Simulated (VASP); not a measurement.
# Nb (Fd-3m) in VASP: notebook

Nb is run at these levels: PBE; tasks: single point.

Everything below comes from runs of VASP 6.6.1. Logs are shortened: lines on timing, memory, paths and dates and some standing lists are left out, and cuts for length are marked.

**1. The cell of the first run**

Symmetry: Fd-3m, No. 227, cubic system. The conventional cell has a = 6.136 Å, b = 6.136 Å, c = 6.136 Å, α = 90.00°, β = 90.00°, γ = 90.00°. Nb (site symmetry -43m) has 4 Nb at 2.66 Å within 3.5 Å.

**2. Single point, PBE, collinear spin, ferromagnetic start (volume scaled by 1.12)**

INCAR

```
SYSTEM = Nb
PREC = Accurate ; ENCUT = 520
EDIFF = 1E-6 ; ISMEAR = -1
SIGMA = 0.05 ; LREAL = .False.
LASPH = .True. ; NELM = 150
ALGO = Normal ; ISIF = 2
LWAVE = .False. ; LCHARG = .True.
ISPIN = 2 ; MAGMOM = 1 1
LORBIT = 11 ; LMAXMIX = 4
GGA = PE ; LELF = .True.
LVHAR = .True. ; NBANDS = 24
```

KPOINTS

```
regular mesh
0
Gamma
  15 15 15
  0 0 0
```

POSCAR

```
Nb
1.0
    0.0000000000      3.0678440190      3.0678440190
    3.0678440190      0.0000000000      3.0678440190
    3.0678440190      3.0678440190      0.0000000000
Nb
2
Direct
    0.1250000000      0.1250000000      0.1250000000
    0.8750000000      0.8750000000      0.8750000000
```

Potentials or basis: VASP PAW PBE potentials, release 64 (Nb_sv).

Command:

```
cat potpaw_PBE.64/Nb_sv/POTCAR > POTCAR
mpirun -np 1 vasp_std > vasp.out
```

OUTCAR:

```text
SYSTEM = Nb
   PREC = Accurate
   ENCUT = 520
   EDIFF = 1E-6
   ISMEAR = -1
   LREAL = .False.
   LASPH = .True.
   NELM = 150
   ISIF = 2
   ISPIN = 2
   LORBIT = 11
   GGA = PE

 ion  position               nearest neighbor table
   1  0.125  0.125  0.125-   2 2.66   2 2.66   2 2.66   2 2.66
   2  0.875  0.875  0.875-   1 2.66   1 2.66   1 2.66   1 2.66

  LATTYP: Found a face centered cubic cell.
 ALAT       =     6.1356880380

  Lattice vectors:

 A1 = (   0.0000000000,   3.0678440190,   3.0678440190)
 A2 = (   3.0678440190,   0.0000000000,   3.0678440190)
 A3 = (   3.0678440190,   3.0678440190,   0.0000000000)

Analysis of symmetry for initial positions (statically):
=====================================================================
 Subroutine PRICEL returns:
 Original cell was already a primitive cell.

 Routine SETGRP: Setting up the symmetry group for a
 face centered cubic supercell.

 Subroutine GETGRP returns: Found 48 space group operations
 (whereof 12 operations were pure point group operations)
 out of a pool of 48 trial point group operations.

The static configuration has the point symmetry D_3d.
 The point group associated with its full space group is O_h .

Analysis of symmetry for dynamics (positions and initial velocities):
=====================================================================
 Subroutine PRICEL returns:
 Original cell was already a primitive cell.

 Routine SETGRP: Setting up the symmetry group for a
 face centered cubic supercell.

 Subroutine GETGRP returns: Found 48 space group operations
 (whereof 12 operations were pure point group operations)
 out of a pool of 48 trial point group operations.

The dynamic configuration has the point symmetry D_3d.
 The point group associated with its full space group is O_h .

Analysis of structural, dynamic, and magnetic symmetry:
=====================================================================
 Subroutine PRICEL returns:
 Original cell was already a primitive cell.

 Routine SETGRP: Setting up the symmetry group for a
 face centered cubic supercell.

 Subroutine GETGRP returns: Found 48 space group operations
 (whereof 12 operations were pure point group operations)
 out of a pool of 48 trial point group operations.

The overall configuration has the point symmetry D_3d.
 The point group associated with its full space group is O_h .

 Subroutine INISYM returns: Found 48 space group operations
 (whereof 12 operations are pure point group operations),
 and found     1 'primitive' translations

----------------------------------------------------------------------------------------

[... 116 lines left out ...]
   LORBIT       =     11    0 simple, 1 ext, 2 COOP (PROOUT), +10 PAW based schemes
   GGA     = PE    functional components
   LHFCALC =     F    Hartree Fock is set to
   AEXX    =    0.0000 exact exchange contribution
   IVDW    =     0    specifies the selected vdW correction
   LEPSILON=     F    determine dielectric tensor
   LRPA    =     F    only Hartree local field effects (RPA)
 spin polarized calculation
  energy-cutoff  :      520.00
  volume of cell :       57.75
 maximum number of plane-waves:      1584
   NGX = 17   NGY = 17   NGZ = 17

 number of electron      26.0000003 magnetization       0.0025624

 Free energy of the ion-electron system (eV)
  ---------------------------------------------------
  ext. energy  EPLUGINS =         0.00000000
  ---------------------------------------------------
  free energy    TOTEN  =       -15.24139058 eV

  energy without entropy =      -15.20391301  energy(sigma->0) =      -15.22265180

 E-fermi :   5.5870     XC(G=0):  -9.8150

 val. band max:        5.5870067628   @ k =  -0.4000   0.4667   0.1333
 cond. band min:       5.5878502008   @ k =  -0.4000   0.4667   0.1333
 fundamental gap:      0.0008434380
 Fermi energy:         5.5870469030

 spin component 1

 k-point     1 :       0.0000    0.0000    0.0000
  band No.  band energies     occupation
      1     -48.8987      1.00000
      2     -48.4369      1.00000
      3     -25.2168      1.00000
      4     -25.2168      1.00000
      5     -25.2168      1.00000
      6     -24.3768      1.00000
[... 637 lines left out ...]
     23      16.5505      0.00000
     24      16.7843      0.00000

 [... further k-points ...]

 spin component 2

 k-point     1 :       0.0000    0.0000    0.0000
  band No.  band energies     occupation
      1     -48.8981      1.00000
      2     -48.4363      1.00000
      3     -25.2161      1.00000
      4     -25.2161      1.00000
      5     -25.2161      1.00000
      6     -24.3761      1.00000
[... 637 lines left out ...]
     23      16.5511      0.00000
     24      16.7847      0.00000

 [... further k-points ...]

------------------------ aborting loop because EDIFF is reached ----------------------------------------

  FORCE on cell =-STRESS in cart. coord.  units (eV):
  Direction    XX          YY          ZZ          XY          YZ          ZX
  --------------------------------------------------------------------------------------
  -------------------------------------------------------------------------------------
  Total       -2.1667918     -2.1667918     -2.1667918      0.0000000      0.0000000      0.0000000
  in kB      -60.1170907    -60.1170907    -60.1170907      0.0000000      0.0000000      0.0000000
  external PRESSURE =     -60.1170907 kB  Pullay stress =       0.0000000 kB

 VOLUME and BASIS-vectors are now :
 -----------------------------------------------------------------------------
  energy-cutoff  :      520.00
  volume of cell :       57.75
      direct lattice vectors                 reciprocal lattice vectors
     0.000000000  3.067844019  3.067844019    -0.162980907  0.162980907  0.162980907
     3.067844019  0.000000000  3.067844019     0.162980907 -0.162980907  0.162980907
     3.067844019  3.067844019  0.000000000     0.162980907  0.162980907 -0.162980907

 POSITION                                       TOTAL-FORCE (eV/Angst)
 -----------------------------------------------------------------------------------
      0.76696      0.76696      0.76696         0.000000      0.000000      0.000000
      5.36873      5.36873      5.36873        -0.000000     -0.000000     -0.000000
 -----------------------------------------------------------------------------------
    total drift:                                0.000000     -0.000000     -0.000000

  FREE ENERGIE OF THE ION-ELECTRON SYSTEM (eV)
  ---------------------------------------------------
  free  energy   TOTEN  =       -15.2413905823 eV

  energy  without entropy=      -15.2039130106  energy(sigma->0) =      -15.22265180

 total charge

# of ion       s       p       d       tot
------------------------------------------
    1        2.247   5.899   2.690  10.836
    2        2.247   5.899   2.690  10.836
--------------------------------------------------
tot          4.494  11.799   5.380  21.673

 magnetization (x)

# of ion       s       p       d       tot
------------------------------------------
    1        0.000   0.000   0.001   0.001
    2        0.000   0.000   0.001   0.001
--------------------------------------------------
tot          0.000   0.000   0.001   0.002
```

Wall time 11 min (1 thread of AMD EPYC 7R13, shared host); peak memory 0.33 GiB.

Results:

* Free energy: -15.2414 eV
* Pressure: -6.0 GPa
* Band gap on the k mesh: zero (filled and empty bands overlap)
* Net moment: 0.00 μB per cell
* Valence electrons inside the program's atomic spheres: Nb 10.84

Levels at points of the mesh, in eV from the Fermi level:
Spin up:
```
           k point  band 10  band 11  band 12  band 13  band 14  band 15  band 16  band 17
(0.00, 0.00, 0.00)    -1.11    -1.11    -0.46    -0.46    -0.46     1.73     1.73     1.73
```
Spin down:
| k point | band 11 | band 12 | band 13 | band 14 | band 15 | band 16 |
| --- | --- | --- | --- | --- | --- | --- |
| (0.00, 0.00, 0.00) | -1.11 | -0.46 | -0.46 | -0.46 | 1.73 | 1.73 |

Caveat: the cell differs from its parent crystal (volume scaled by 1.12).

**3. Single point, PBE**

This run uses another cell than the first one, of 25.88 Å³/atom, 0.896 times its volume.

INCAR

```
SYSTEM = Nb
ALGO = Normal
EDIFF = 1E-6
ENCUT = 500
GGA = PE
GGA_COMPAT = .FALSE.
ISIF = 2
ISMEAR = -1
LASPH = .TRUE.
LCHARG = .TRUE.
LELF = .TRUE.
LREAL = .FALSE.
LVHAR = .TRUE.
LWAVE = .FALSE.
NBANDS = 20
NELM = 120
PREC = Accurate
SIGMA = 0.1
```

KPOINTS

```
k-points
0
G
  5 5 5
  0 0 0
```

POSCAR

```
Nb
1.0
    0.0000000000      2.9580223095      2.9580223095
    2.9580223095      0.0000000000      2.9580223095
    2.9580223095      2.9580223095      0.0000000000
Nb
2
Direct
    0.1250000000      0.1250000000      0.1250000000
    0.8750000000      0.8750000000      0.8750000000
```

Potentials or basis: VASP PAW PBE potentials, release 64 (Nb_sv).

Command:

```
cat potpaw_PBE.64/Nb_sv/POTCAR > POTCAR
mpirun -np 1 vasp_std > vasp.out
```

It took 24 s on 1 thread of AMD EPYC 7R13, shared host; peak memory 0.14 GiB.

The run converged. Its results:

```
Free energy            : -15.3862 eV
Pressure               : 0.4 GPa
Band gap on the k mesh : zero (band 13 reaches 6.93 eV, above the bottom of band 14 at 6.14 eV)
```

Levels at points of the mesh, in eV from the Fermi level:
```
           k point  band 10  band 11  band 12  band 13  band 14  band 15  band 16  band 17
(0.00, 0.00, 0.00)    -1.44    -1.44    -0.55    -0.55    -0.55     1.88     1.88     1.88
```

Caveat: the k points lie up to 0.37 Å⁻¹ apart.
